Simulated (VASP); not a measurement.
Here is a VASP 6.6.1 calculation.

Contents of INCAR:

```
PREC     = Accurate       # precision mode
ENCUT    = 520            # plane-wave cutoff, eV
EDIFF    = 1E-7           # SCF threshold, eV
ISMEAR   = -1             # smearing method
SIGMA    = 0.05           # smearing width, eV
LREAL    = F              # projectors in reciprocal space
LASPH    = T              # aspherical terms in the spheres
NELM     = 80             # most SCF steps
ALGO     = Normal         # electronic algorithm
ISIF     = 2              # what is computed and relaxed
LWAVE    = F              # write WAVECAR
LCHARG   = F              # write CHGCAR
GGA      = PS             # functional
NBANDS   = 38             # bands
```

The input KPOINTS:

```
Automatic mesh
0
Gamma
  6 6 6
```

Contents of POSCAR:

```
Rh
1.0
    3.7791269768      0.0000000000      0.0000000000
    0.0000000000      3.7791269768      0.0000000000
    0.0000000000      0.0000000000      3.7791269768
Rh
4
Direct
    0.0000000000      0.0000000000      0.0000000000
    0.0000000000      0.5000000000      0.5000000000
    0.5000000000      0.0000000000      0.5000000000
    0.5000000000      0.5000000000      0.0000000000
```

Potentials or basis: VASP PAW PBE potentials, release 64 (Rh_pv).

Run with:

```bash
$ cat potpaw_PBE.64/Rh_pv/POTCAR > POTCAR
$ mpirun -np 1 vasp_std > vasp.out
```

(1) What does it give for the pressure?

(2) Estimate the band gap on the k mesh.

## Answers

(1) -0.1 GPa.

(2) zero (band 30 reaches 13.12 eV, above the bottom of band 31 at 10.96 eV).

Caveat: the PAW data sets were made with another functional, which shifts forces and pressure a little.
